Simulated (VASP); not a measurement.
# WC (I4/mmm) in VASP: single point with LDA

Aim: the single point of WC with LDA.

All numbers are computed with VASP 6.6.1; they aren't measurements. Logs are shortened: lines on timing, memory, paths and dates and some standing lists are left out, and cuts for length are marked.

### 1 The cell of the first run

The structure is tetragonal, space group I4/mmm (No. 139). The conventional cell has a = 3.101 Å, b = 3.101 Å, c = 4.605 Å, α = 90.00°, β = 90.00°, γ = 90.00°. Within 2.9 Å of W (site symmetry 4/mmm) lie 6 C at 2.19 to 2.30 Å. Within 2.9 Å of C (site symmetry 4/mmm) lie 6 W at 2.19 to 2.30 Å.

### 2 Single point, LDA (strain +0.000 along x and y, +0.050 along z)

The input, INCAR:

```
ALGO = Normal
EDIFF = 1E-6
ENCUT = 600
GGA_COMPAT = F
ISIF = 2
ISMEAR = 0
LASPH = T
LCHARG = F
LREAL = F
LWAVE = F
NBANDS = 16
NELM = 120
PREC = Accurate
SIGMA = 0.15
```

The input, KPOINTS:

```
k-points
0
Gamma
  18 18 18
```

The input, POSCAR:

```
WC
1.0
    0.0000000000      2.1926840000      2.3023182000
    2.1926840000      0.0000000000      2.3023182000
    2.1926840000      2.1926840000      0.0000000000
W C
1 1
Direct
    0.0000000000      0.0000000000      0.0000000000
    0.5000000000      0.5000000000      0.5000000000
```

Potentials or basis: VASP PAW LDA potentials, release 64 (W_sv, C).

Run with:

```bash
$ cat potpaw_LDA.64/W_sv/POTCAR potpaw_LDA.64/C/POTCAR > POTCAR
$ mpirun -np 1 vasp_std > vasp.out
```

OUTCAR:

```text
EDIFF = 1E-6
   ENCUT = 600
   ISIF = 2
   ISMEAR = 0
   LASPH = T
   LREAL = F
   NELM = 120
   PREC = Accurate

 ion  position               nearest neighbor table
   1  0.000  0.000  0.000-   2 2.19   2 2.19   2 2.19   2 2.19   2 2.30   2 2.30
   2  0.500  0.500  0.500-   1 2.19   1 2.19   1 2.19   1 2.19   1 2.30   1 2.30

  LATTYP: Found a body centered tetragonal cell.
 ALAT       =     3.1009234508
 C/A-ratio  =     1.4849242405

  Lattice vectors:

 A1 = (  -2.1926840000,   0.0000000000,   2.3023182000)
 A2 = (   2.1926840000,   0.0000000000,   2.3023182000)
 A3 = (   0.0000000000,   2.1926840000,  -2.3023182000)

Analysis of symmetry for initial positions (statically):
=====================================================================
 Subroutine PRICEL returns:
 Original cell was already a primitive cell.

 Routine SETGRP: Setting up the symmetry group for a
 body centered tetragonal supercell.

 Subroutine GETGRP returns: Found 16 space group operations
 (whereof 16 operations were pure point group operations)
 out of a pool of 16 trial point group operations.

The static configuration has the point symmetry D_4h.

Analysis of symmetry for dynamics (positions and initial velocities):
=====================================================================
 Subroutine PRICEL returns:
 Original cell was already a primitive cell.

 Routine SETGRP: Setting up the symmetry group for a
 body centered tetragonal supercell.

 Subroutine GETGRP returns: Found 16 space group operations
 (whereof 16 operations were pure point group operations)
 out of a pool of 16 trial point group operations.

The dynamic configuration has the point symmetry D_4h.

 Subroutine INISYM returns: Found 16 space group operations
 (whereof 16 operations are pure point group operations),
 and found     1 'primitive' translations

----------------------------------------------------------------------------------------

                                     Primitive cell

  volume of cell :      22.1385

  direct lattice vectors                    reciprocal lattice vectors
     0.000000000  2.192684000  2.302318200    -0.228031034  0.228031034  0.217172413
     2.192684000  0.000000000  2.302318200     0.228031034 -0.228031034  0.217172413
     2.192684000  2.192684000  0.000000000     0.228031034  0.228031034 -0.217172413

  length of vectors
     3.179391800  3.179391800  3.100923451     0.388793213  0.388793213  0.388793213

  position of ions in fractional coordinates (direct lattice)
     0.000000000  0.000000000  0.000000000
     0.500000000  0.500000000  0.500000000

  ion indices of the primitive-cell ions
   primitive index   ion index
                 1           1
                 2           2

----------------------------------------------------------------------------------------

 KPOINTS: k-points

Automatic generation of k-mesh.
 Grid dimensions read from file:
 generate k-points for:   18   18   18

 Generating k-lattice:

  Cartesian coordinates                     Fractional coordinates (reciprocal lattice)
    -0.012668391  0.012668391  0.012065134     0.055555556 -0.000000000  0.000000000
     0.012668391 -0.012668391  0.012065134    -0.000000000  0.055555556  0.000000000
     0.012668391  0.012668391 -0.012065134     0.000000000  0.000000000  0.055555556

  Length of vectors
     0.021599623  0.021599623  0.021599623

  Shift w.r.t. Gamma in fractional coordinates (k-lattice)
     0.000000000  0.000000000  0.000000000

 Subroutine IBZKPT returns following result:
 ===========================================

 Found    480 irreducible k-points:

 Following reciprocal coordinates:
            Coordinates               Weight
  0.000000  0.000000  0.000000      1.000000
  0.055556  0.000000  0.000000      8.000000
  0.111111  0.000000  0.000000      8.000000
  0.166667  0.000000  0.000000      8.000000
  0.222222  0.000000  0.000000      8.000000
  0.277778 -0.000000  0.000000      8.000000
[... 16 lines left out ...]
 -0.277778  0.055556  0.000000      8.000000
 -0.222222  0.055556  0.000000      8.000000
 [... further k-points ...]
   k-points           NKPTS =    480   k-points in BZ     NKDIM =    480   number of bands    NBANDS=     16
   number of dos      NEDOS =    301   number of ions     NIONS =      2
   total plane-waves  NPLWV =  21952
   dimension x,y,z NGX =    28 NGY =   28 NGZ =   28
   dimension x,y,z NGXF=    56 NGYF=   56 NGZF=   56
   ions per type =               1   1
   NGX,Y,Z   is equivalent  to a cutoff of  14.64, 14.64, 15.01 a.u.
   NGXF,Y,Z  is equivalent  to a cutoff of  29.28, 29.28, 30.02 a.u.
 SYSTEM =  unknown system
   PREC   = accura    normal or accurate (medium, high low for compatibility)
   ISTART =      0    job   : 0-new  1-cont  2-samecut
   ICHARG =      2    charge: 1-file 2-atom 10-const
   ISPIN  =      1    spin polarized calculation?
   LNONCOLLINEAR =      F non collinear calculations
   LSORBIT =      F    spin-orbit coupling
   LASPH  =      T    aspherical Exc in radial PAW
   ENCUT  =  600.0 eV  44.10 Ry    6.64 a.u.   6.35  6.35  6.19*2*pi/ulx,y,z
   NELM   =    120;   NELMIN=  2; NELMDL= -5     # of ELM steps
   EDIFF  = 0.1E-05   stopping-criterion for ELM
   LREAL  =      F    real-space projection
   EDIFFG = 0.1E-04   stopping-criterion for IOM
   NSW    =      0    number of steps for IOM
   IBRION =     -1    ionic relax: 0-MD 1-quasi-New 2-CG
   NFREE  =      0    steps in history (QN), initial steepest desc. (CG)
   ISIF   =      2    stress and relaxation
   ISYM   =      2    0-nonsym 1-usesym 2-fastsym
   POTIM  = 0.5000    time-step for ionic-motion
   TEBEG  =    0.0;   TEEND  =   0.0 temperature during run
   PSTRESS=    0.0 pullay stress
   NELECT =      18.0000    total number of electrons
   NUPDOWN=      -1.0000    fix difference up-down
   EMIN   =  10.00;   EMAX   =-10.00  energy-range for DOS
   EFERMI =   0.00;   METHOD = LEGACY
   ISMEAR =     0;   SIGMA  =   0.15  broadening in eV -4-tet -1-fermi 0-gaus
   EFERMI_NEDOS =   21; number of points for ismear=-14 and -15
   IALGO  =     38    algorithm
   IMIX   =      4    mixing-type and parameters
     AMIX     =   0.40;   BMIX     =  1.00
     AMIX_MAG =   1.60;   BMIX_MAG =  1.00
  volume/ion in A,a.u.               =      11.07        74.70
  Fermi-wavevector in a.u.,A,eV,Ry     =   1.527976  2.887456 31.765665  2.334711
  Thomas-Fermi vector in A             =   2.635798
   LORBIT       =      0    0 simple, 1 ext, 2 COOP (PROOUT), +10 PAW based schemes
   GGA     = CA    functional components
   LHFCALC =     F    Hartree Fock is set to
   AEXX    =    0.0000 exact exchange contribution
   IVDW    =     0    specifies the selected vdW correction
   LEPSILON=     F    determine dielectric tensor
   LRPA    =     F    only Hartree local field effects (RPA)
 non-spin polarized calculation
 Gauss-broadening in eV      SIGMA  =   0.15
  energy-cutoff  :      600.00
  volume of cell :       22.14
 maximum number of plane-waves:       756
 NGX is ok and might be reduce to    28
   NGX = 13   NGY = 13   NGZ = 13

 number of electron      17.9999999 magnetization

 Free energy of the ion-electron system (eV)
  ---------------------------------------------------
  ext. energy  EPLUGINS =         0.00000000
  ---------------------------------------------------
  free energy    TOTEN  =       -23.59869002 eV

  energy without entropy =      -23.58679404  energy(sigma->0) =      -23.59274203

 E-fermi :  11.5078     XC(G=0): -13.6252

 val. band max:       11.5070623100   @ k =   0.1667   0.1111   0.0556
 cond. band min:      11.5103182389   @ k =  -0.1667   0.0556   0.0000
 fundamental gap:      0.0032559289
 Fermi energy:        11.5078084776

 k-point     1 :       0.0000    0.0000    0.0000
  band No.  band energies     occupation
      1     -63.4423      2.00000
      2     -27.7020      2.00000
      3     -27.6976      2.00000
      4     -27.6976      2.00000
      5      -3.6574      2.00000
      6       8.5867      2.00000
[... 8 lines left out ...]
     15      21.3541      0.00000
     16      33.6715      0.00000

 k-point     2 :       0.0556    0.0000    0.0000
  band No.  band energies     occupation
      1     -63.4414      2.00000
      2     -27.7147      2.00000
      3     -27.7027      2.00000
      4     -27.6986      2.00000
      5      -3.5752      2.00000
      6       8.4592      2.00000
[... 8 lines left out ...]
     15      21.5454      0.00000
     16      32.5478      0.00000

 k-point     3 :       0.1111    0.0000    0.0000
  band No.  band energies     occupation
      1     -63.4387      2.00000
      2     -27.7592      2.00000
      3     -27.7095      2.00000
      4     -27.7018      2.00000
      5      -3.3328      2.00000
      6       7.9030      2.00000
[... 8 lines left out ...]
     15      22.0762      0.00000
     16      30.7629      0.00000

 k-point     4 :       0.1667    0.0000    0.0000
  band No.  band energies     occupation
      1     -63.4348      2.00000
      2     -27.8271      2.00000
      3     -27.7196      2.00000
      4     -27.7066      2.00000
      5      -2.9426      2.00000
      6       7.0514      2.00000
[... 8 lines left out ...]
     15      22.7909      0.00000
     16      29.1110      0.00000
[... 324 lines left out ...]
 k-point    22 :      -0.3333    0.0556    0.0000
  band No.  band energies     occupation
      1     -63.4176      2.00000
      2     -28.1036      2.00000
      3     -27.7745      2.00000
      4     -27.7217      2.00000
      5      -0.7719      2.00000
      6       3.9036      2.00000
[... 8 lines left out ...]
     15      23.9189      0.00000
     16      24.7211      0.00000

 k-point    23 :      -0.2778    0.0556    0.0000
  band No.  band energies     occupation
      1     -63.4221      2.00000
      2     -28.0315      2.00000
      3     -27.7632      2.00000
      4     -27.7147      2.00000
      5      -1.4763      2.00000
      6       4.7882      2.00000
[... 8 lines left out ...]
     15      23.6530      0.00000
     16      25.9393      0.00000

 k-point    24 :      -0.2222    0.0556    0.0000
  band No.  band energies     occupation
      1     -63.4272      2.00000
      2     -27.9492      2.00000
      3     -27.7498      2.00000
      4     -27.7080      2.00000
      5      -2.1246      2.00000
      6       5.7035      2.00000
[... 8 lines left out ...]
     15      23.5193      0.00000
     16      27.3458      0.00000

 [... further k-points ...]

------------------------ aborting loop because EDIFF is reached ----------------------------------------

  FORCE on cell =-STRESS in cart. coord.  units (eV):
  Direction    XX          YY          ZZ          XY          YZ          ZX
  --------------------------------------------------------------------------------------
  -------------------------------------------------------------------------------------
  Total       -2.9711208     -2.9711208     -5.3698938      0.0000000      0.0000000      0.0000000
  in kB     -215.0222735   -215.0222735   -388.6233053      0.0000000      0.0000000      0.0000000
  external PRESSURE =    -272.8892841 kB  Pullay stress =       0.0000000 kB

 VOLUME and BASIS-vectors are now :
 -----------------------------------------------------------------------------
  energy-cutoff  :      600.00
  volume of cell :       22.14
      direct lattice vectors                 reciprocal lattice vectors
     0.000000000  2.192684000  2.302318200    -0.228031034  0.228031034  0.217172413
     2.192684000  0.000000000  2.302318200     0.228031034 -0.228031034  0.217172413
     2.192684000  2.192684000  0.000000000     0.228031034  0.228031034 -0.217172413

 POSITION                                       TOTAL-FORCE (eV/Angst)
 -----------------------------------------------------------------------------------
      0.00000      0.00000      0.00000         0.000000     -0.000000      0.000000
      2.19268      2.19268      2.30232        -0.000000      0.000000     -0.000000
 -----------------------------------------------------------------------------------
    total drift:                               -0.000000      0.000000      0.000000

  FREE ENERGIE OF THE ION-ELECTRON SYSTEM (eV)
  ---------------------------------------------------
  free  energy   TOTEN  =       -23.5986900161 eV

  energy  without entropy=      -23.5867940370  energy(sigma->0) =      -23.59274203
```

Run time: 3.2 min. Hardware: 1 thread of Intel Xeon Platinum 8259CL at 2.50GHz (Skylake/Cascade Lake), shared host; peak memory 0.32 GiB.

What came out:

* Free energy: -23.5987 eV
* Pressure: -27.3 GPa
* Band gap on the k mesh: zero (band 9 reaches 12.35 eV, above the bottom of band 10 at 9.65 eV)

Stress tensor (GPa, compression positive):
```
-21.50   0.00   0.00
  0.00 -21.50   0.00
  0.00   0.00 -38.86
```

Caveat: the cell differs from its parent crystal (strain +0.000 along x and y, +0.050 along z); spin-orbit coupling is left out, which moves the levels of the heavy elements.
